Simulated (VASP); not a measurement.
# O2 in VASP: further runs

Runs on O2. Level: r2SCAN. Tasks: single point, relaxation of the atoms.

All numbers are computed with VASP 6.6.1; they aren't measurements. Logs are shortened: lines on timing, memory, paths and dates and some standing lists are left out, and cuts for length are marked.

**1. The cell of the first run**

The cell holds a molecule in a box, 2 atoms: a = 9.000 Å, b = 9.500 Å, c = 10.000 Å, α = 90.00°, β = 90.00°, γ = 90.00°.

**2. Single point, r2SCAN, collinear spin, ferromagnetic start**

Contents of POSCAR:

```
O
1.0
    9.0000000000      0.0000000000      0.0000000000
    0.0000000000      9.5000000000      0.0000000000
    0.0000000000      0.0000000000     10.0000000000
O
2
Direct
    0.5000000000      0.5000000000      0.4397335802
    0.5000000000      0.5000000000      0.5602664198
```

Contents of INCAR.step1:

```
SYSTEM = O
ALGO     = Normal         ! electronic algorithm
EDIFF    = 1E-4           ! SCF threshold, eV
ENCUT    = 520            ! plane-wave cutoff, eV
GGA      = PE             ! functional
ISMEAR   = 1              ! smearing method
ISPIN    = 2              ! spin polarisation
LASPH    = .TRUE.         ! aspherical terms in the spheres
LCHARG   = .FALSE.        ! write CHGCAR
LREAL    = .FALSE.        ! projectors in reciprocal space
LWAVE    = .TRUE.         ! write WAVECAR
MAGMOM   = 1 1            ! initial moments
NBANDS   = 17             ! bands
NELM     = 150            ! most SCF steps
PREC     = Accurate       ! precision mode
SIGMA    = 0.02           ! smearing width, eV
```

Contents of INCAR.step2:

```
SYSTEM = O
ALGO     = Normal         ! electronic algorithm
EDIFF    = 1E-6           ! SCF threshold, eV
ENCUT    = 520            ! plane-wave cutoff, eV
ISIF     = 2              ! what is computed and relaxed
ISMEAR   = 1              ! smearing method
ISPIN    = 2              ! spin polarisation
ISTART   = 1            
LASPH    = .TRUE.         ! aspherical terms in the spheres
LCHARG   = .FALSE.        ! write CHGCAR
LMIXTAU  = .TRUE.       
LORBIT   = 11             ! projections on sites
LREAL    = .FALSE.        ! projectors in reciprocal space
LWAVE    = .FALSE.        ! write WAVECAR
MAGMOM   = 1 1            ! initial moments
METAGGA  = R2SCAN         ! meta-GGA
NBANDS   = 17             ! bands
NELM     = 150            ! most SCF steps
PREC     = Accurate       ! precision mode
SIGMA    = 0.02           ! smearing width, eV
```

Contents of KPOINTS:

```
k-points
0
G
  1 1 1
  0 0 0
```

Potentials or basis: VASP PAW PBE potentials, release 64 (O).

Run with:

```console
cat potpaw_PBE.64/O/POTCAR > POTCAR
cp INCAR.step1 INCAR
mpirun -np 1 vasp_gam > vasp.out
cp INCAR.step2 INCAR
mpirun -np 1 vasp_gam > vasp.out
```

OUTCAR:

```text
SYSTEM = O
   EDIFF = 1E-6
   ENCUT = 520
   ISIF = 2
   ISMEAR = 1
   ISPIN = 2
   ISTART = 1
   LASPH = .TRUE.
   LORBIT = 11
   LREAL = .FALSE.
   METAGGA = R2SCAN
   NELM = 150
   PREC = Accurate

 ion  position               nearest neighbor table
   1  0.500  0.500  0.440-   2 1.21
   2  0.500  0.500  0.560-   1 1.21

  LATTYP: Found a simple orthorhombic cell.
 ALAT       =     9.0000000000
 B/A-ratio  =     1.0555555556
 C/A-ratio  =     1.1111111111

  Lattice vectors:

 A1 = (   9.0000000000,   0.0000000000,   0.0000000000)
 A2 = (   0.0000000000,   9.5000000000,   0.0000000000)
 A3 = (   0.0000000000,   0.0000000000,  10.0000000000)

Analysis of symmetry for initial positions (statically):
=====================================================================
 Subroutine PRICEL returns:
 Original cell was already a primitive cell.

 Routine SETGRP: Setting up the symmetry group for a
 simple orthorhombic supercell.

 Subroutine GETGRP returns: Found  8 space group operations
 (whereof  8 operations were pure point group operations)
 out of a pool of  8 trial point group operations.

The static configuration has the point symmetry D_2h.

Analysis of symmetry for dynamics (positions and initial velocities):
=====================================================================
 Subroutine PRICEL returns:
 Original cell was already a primitive cell.

 Routine SETGRP: Setting up the symmetry group for a
 simple orthorhombic supercell.

 Subroutine GETGRP returns: Found  8 space group operations
 (whereof  8 operations were pure point group operations)
 out of a pool of  8 trial point group operations.

The dynamic configuration has the point symmetry D_2h.

Analysis of structural, dynamic, and magnetic symmetry:
=====================================================================
 Subroutine PRICEL returns:
 Original cell was already a primitive cell.

 Routine SETGRP: Setting up the symmetry group for a
 simple orthorhombic supercell.

 Subroutine GETGRP returns: Found  8 space group operations
 (whereof  8 operations were pure point group operations)
 out of a pool of  8 trial point group operations.

The overall configuration has the point symmetry D_2h.

 Subroutine INISYM returns: Found  8 space group operations
 (whereof  8 operations are pure point group operations),
 and found     1 'primitive' translations

----------------------------------------------------------------------------------------

                                     Primitive cell

  volume of cell :     855.0000

  direct lattice vectors                    reciprocal lattice vectors
     9.000000000  0.000000000  0.000000000     0.111111111  0.000000000  0.000000000
     0.000000000  9.500000000  0.000000000     0.000000000  0.105263158  0.000000000
     0.000000000  0.000000000 10.000000000     0.000000000  0.000000000  0.100000000

  length of vectors
     9.000000000  9.500000000 10.000000000     0.111111111  0.105263158  0.100000000

  position of ions in fractional coordinates (direct lattice)
     0.500000000  0.500000000  0.439733580
     0.500000000  0.500000000  0.560266420

  ion indices of the primitive-cell ions
   primitive index   ion index
                 1           1
                 2           2

----------------------------------------------------------------------------------------

 KPOINTS: k-points

Automatic generation of k-mesh.
 Grid dimensions read from file:
 generate k-points for:    1    1    1

 Generating k-lattice:

  Cartesian coordinates                     Fractional coordinates (reciprocal lattice)
     0.111111111  0.000000000  0.000000000     1.000000000  0.000000000  0.000000000
     0.000000000  0.105263158  0.000000000     0.000000000  1.000000000  0.000000000
     0.000000000  0.000000000  0.100000000     0.000000000  0.000000000  1.000000000

  Length of vectors
     0.111111111  0.105263158  0.100000000

  Shift w.r.t. Gamma in fractional coordinates (k-lattice)
     0.000000000  0.000000000  0.000000000

 Subroutine IBZKPT returns following result:
 ===========================================

 Found      1 irreducible k-points:

 Following reciprocal coordinates:
            Coordinates               Weight
  0.000000  0.000000  0.000000      1.000000
   k-points           NKPTS =      1   k-points in BZ     NKDIM =      1   number of bands    NBANDS=     17
   number of dos      NEDOS =    301   number of ions     NIONS =      2
   total plane-waves  NPLWV = 403200
   dimension x,y,z NGX =    70 NGY =   72 NGZ =   80
   dimension x,y,z NGXF=   140 NGYF=  144 NGZF=  160
   ions per type =               2
   NGX,Y,Z   is equivalent  to a cutoff of  12.93, 12.60, 13.30 a.u.
   NGXF,Y,Z  is equivalent  to a cutoff of  25.86, 25.20, 26.60 a.u.
 SYSTEM =  O
   PREC   = accura    normal or accurate (medium, high low for compatibility)
   ISTART =      1    job   : 0-new  1-cont  2-samecut
   ICHARG =      0    charge: 1-file 2-atom 10-const
   ISPIN  =      2    spin polarized calculation?
   LNONCOLLINEAR =      F non collinear calculations
   LSORBIT =      F    spin-orbit coupling
   LASPH  =      T    aspherical Exc in radial PAW
   ENCUT  =  520.0 eV  38.22 Ry    6.18 a.u.  16.73 17.66 18.59*2*pi/ulx,y,z
   NELM   =    150;   NELMIN=  2; NELMDL=  0     # of ELM steps
   EDIFF  = 0.1E-05   stopping-criterion for ELM
   LREAL  =      F    real-space projection
   EDIFFG = 0.1E-04   stopping-criterion for IOM
   NSW    =      0    number of steps for IOM
   IBRION =     -1    ionic relax: 0-MD 1-quasi-New 2-CG
   NFREE  =      0    steps in history (QN), initial steepest desc. (CG)
   ISIF   =      2    stress and relaxation
   ISYM   =      2    0-nonsym 1-usesym 2-fastsym
   POTIM  = 0.5000    time-step for ionic-motion
   TEBEG  =    0.0;   TEEND  =   0.0 temperature during run
   PSTRESS=    0.0 pullay stress
   NELECT =      12.0000    total number of electrons
   NUPDOWN=      -1.0000    fix difference up-down
   EMIN   =  10.00;   EMAX   =-10.00  energy-range for DOS
   EFERMI =   0.00;   METHOD = LEGACY
   ISMEAR =     1;   SIGMA  =   0.02  broadening in eV -4-tet -1-fermi 0-gaus
   EFERMI_NEDOS =   21; number of points for ismear=-14 and -15
   IALGO  =     38    algorithm
   IMIX   =      4    mixing-type and parameters
     AMIX     =   0.40;   BMIX     =  1.00
     AMIX_MAG =   1.60;   BMIX_MAG =  1.00
  volume/ion in A,a.u.               =     427.50      2884.91
  Fermi-wavevector in a.u.,A,eV,Ry     =   0.394893  0.746240  2.121703  0.155941
  Thomas-Fermi vector in A             =   1.339966
   LORBIT       =     11    0 simple, 1 ext, 2 COOP (PROOUT), +10 PAW based schemes
   METAGGA = R2SCAN    functional components
   LHFCALC =     F    Hartree Fock is set to
   AEXX    =    0.0000 exact exchange contribution
   IVDW    =     0    specifies the selected vdW correction
   LEPSILON=     F    determine dielectric tensor
   LRPA    =     F    only Hartree local field effects (RPA)
 spin polarized calculation
 Methfessel and Paxton  Order N= 1 SIGMA  =   0.02
  energy-cutoff  :      520.00
  volume of cell :      855.00
 maximum number of plane-waves:     11510
 NGX is ok and might be reduce to    70
   NGX = 33   NGY = 35   NGZ = 37

 number of electron      12.0000002 magnetization       2.0000000

 Free energy of the ion-electron system (eV)
  ---------------------------------------------------
  ext. energy  EPLUGINS =         0.00000000
  ---------------------------------------------------
  free energy    TOTEN  =       -11.84737103 eV

  energy without entropy =      -11.84853062  energy(sigma->0) =      -11.84775756

 E-fermi :  -7.2754     XC(G=0):  -0.4336

 val. band max:       -7.2921825193   @ k =   0.0000   0.0000   0.0000
 cond. band min:      -3.8410639759   @ k =   0.0000   0.0000   0.0000
 fundamental gap:      3.4511185433
 Fermi energy:        -7.2753670519

 spin component 1

 k-point     1 :       0.0000    0.0000    0.0000
  band No.  band energies     occupation
      1     -34.5394      1.00000
      2     -21.7303      1.00000
      3     -14.1891      1.00000
      4     -14.1891      1.00000
      5     -13.8958      1.00000
      6      -7.2922      1.00024
[... 9 lines left out ...]
     16       3.1588      0.00000
     17       3.1596      0.00000
 Fermi energy:        -7.2753670519

 spin component 2

 k-point     1 :       0.0000    0.0000    0.0000
  band No.  band energies     occupation
      1     -33.1674      1.00000
      2     -19.2985      1.00000
      3     -12.7893      1.00000
      4     -11.6907      1.00000
      5     -11.6906      1.00000
      6      -3.8411      0.00000
[... 9 lines left out ...]
     16       3.2324      0.00000
     17       3.2408      0.00000

------------------------ aborting loop because EDIFF is reached ----------------------------------------

  FORCE on cell =-STRESS in cart. coord.  units (eV):
  Direction    XX          YY          ZZ          XY          YZ          ZX
  --------------------------------------------------------------------------------------
  -------------------------------------------------------------------------------------
  Total       -0.0755710     -0.0788719      1.6510870      0.0000000      0.0000000      0.0000000
  in kB       -0.1416119     -0.1477973      3.0939582      0.0000000      0.0000000      0.0000000
  external PRESSURE =       0.9348496 kB  Pullay stress =       0.0000000 kB

 VOLUME and BASIS-vectors are now :
 -----------------------------------------------------------------------------
  energy-cutoff  :      520.00
  volume of cell :      855.00
      direct lattice vectors                 reciprocal lattice vectors
     9.000000000  0.000000000  0.000000000     0.111111111  0.000000000  0.000000000
     0.000000000  9.500000000  0.000000000     0.000000000  0.105263158  0.000000000
     0.000000000  0.000000000 10.000000000     0.000000000  0.000000000  0.100000000

 POSITION                                       TOTAL-FORCE (eV/Angst)
 -----------------------------------------------------------------------------------
      4.50000      4.75000      4.39734         0.000000      0.000000     -1.451632
      4.50000      4.75000      5.60266         0.000000      0.000000      1.451632
 -----------------------------------------------------------------------------------
    total drift:                                0.000000      0.000000     -0.000000

  FREE ENERGIE OF THE ION-ELECTRON SYSTEM (eV)
  ---------------------------------------------------
  free  energy   TOTEN  =       -11.8473710338 eV

  energy  without entropy=      -11.8485306203  energy(sigma->0) =      -11.84775756

 total charge

# of ion       s       p       d       tot
------------------------------------------
    1        1.615   3.329   0.000   4.944
    2        1.615   3.329   0.000   4.944
--------------------------------------------------
tot          3.230   6.659   0.000   9.889

 magnetization (x)

# of ion       s       p       d       tot
------------------------------------------
    1        0.015   0.816   0.000   0.831
    2        0.015   0.816   0.000   0.831
--------------------------------------------------
tot          0.029   1.632   0.000   1.661
```

It took 6 min on 1 thread of Oxide Virtual Turin-like, shared host; peak memory 1.2 GiB.

What came out:

| Item | Value |
| --- | --- |
| Free energy | -11.8474 eV |
| Largest force | 1.452 eV/Å |
| Gap between the frontier levels | 3.45 eV |
| Net moment | 2.00 μB per cell |
| Site moments | O +0.83 μB |
| Valence electrons inside the program's atomic spheres | O 4.94 |

Forces on the atoms (eV/Å):
```
O    0.000  0.000 -1.452
O    0.000  0.000  1.452
```

Caveat: the standard files for N, O and F lose accuracy on very short bonds; the PAW data sets were made with another functional, which shifts forces and pressure a little.

**3. Relaxation of the atoms, r2SCAN, collinear spin, ferromagnetic start**

Contents of POSCAR:

```
O
1.0
    9.0000000000      0.0000000000      0.0000000000
    0.0000000000      9.5000000000      0.0000000000
    0.0000000000      0.0000000000     10.0000000000
O
2
Direct
    0.5000000000      0.5000000000      0.4385000000
    0.5000000000      0.5000000000      0.5615000000
```

Contents of INCAR.step1:

```
  ALGO = Normal
  EDIFF = 1E-4
  ENCUT = 520
  GGA = PE
  ISMEAR = 1
  ISPIN = 2
  LASPH = T
  LCHARG = F
  LREAL = F
  LWAVE = T
  MAGMOM = 1 1
  NELM = 150
  PREC = Accurate
  SIGMA = 0.02
```

Contents of INCAR.step2:

```
  ALGO = Normal
  EDIFF = 1E-6
  EDIFFG = -0.01
  ENCUT = 520
  IBRION = 2
  ISIF = 2
  ISMEAR = 1
  ISPIN = 2
  ISTART = 1
  LASPH = T
  LCHARG = F
  LMIXTAU = T
  LORBIT = 11
  LREAL = F
  LWAVE = F
  MAGMOM = 1 1
  METAGGA = R2SCAN
  NELM = 150
  NSW = 80
  PREC = Accurate
  SIGMA = 0.02
```

Contents of KPOINTS:

```
k-points
0
Gamma
  1 1 1
```

Potentials or basis: VASP PAW PBE potentials, release 64 (O).

Run with:

```console
cat potpaw_PBE.64/O/POTCAR > POTCAR
cp INCAR.step1 INCAR
mpirun -np 1 vasp_gam > vasp.out
cp INCAR.step2 INCAR
mpirun -np 1 vasp_gam > vasp.out
```

It took 15 min on 1 thread of Oxide Virtual Turin-like, shared host; peak memory 1.3 GiB.

The run converged. Its results:

- Free energy: -11.8599 eV
- Energy gained by relaxing: 1.2 meV/atom
- Ionic steps: 3
- Largest force after relaxing: 0.006 eV/Å
- Gap between the frontier levels: 3.41 eV
- Net moment: 2.00 μB per cell
- Site moments: O +0.83 μB
- Valence electrons inside the program's atomic spheres: O 4.92

Forces on the atoms (eV/Å):
```
O    0.000  0.000 -0.006
O    0.000  0.000  0.006
```

Step by step:
| step | energy change (eV) | largest force (eV/Å) | pressure (GPa) |
| --- | --- | --- | --- |
| 1 | 0.0000 | 0.5826 | -0.05 |
| 2 | 0.1042 | 4.6394 | 0.32 |
| 3 | -0.0025 | 0.0060 | -0.01 |

Final structure:
```
O
1.0
     9.00000    0.00000    0.00000
     0.00000    9.50000    0.00000
     0.00000    0.00000   10.00000
O
2
Direct
  0.50000 0.50000 0.43888
  0.50000 0.50000 0.56112
```

Levels at points of the mesh, in eV from the valence-band top:
Spin up:
```csv
k point,band 3,band 4,band 5,band 6,band 7,band 8,band 9,band 10,band 11
"(0.00, 0.00, 0.00)",-6.61,-6.60,-6.42,-0.02,0.00,7.47,8.79,8.96,9.07
```
Spin down:
```tsv
k point	band 2	band 3	band 4	band 5	band 6	band 7	band 8	band 9
(0.00, 0.00, 0.00)	-12.02	-5.33	-4.13	-4.08	3.41	3.46	7.53	8.96
```

Caveat: the standard files for N, O and F lose accuracy on very short bonds; the PAW data sets were made with another functional, which shifts forces and pressure a little.
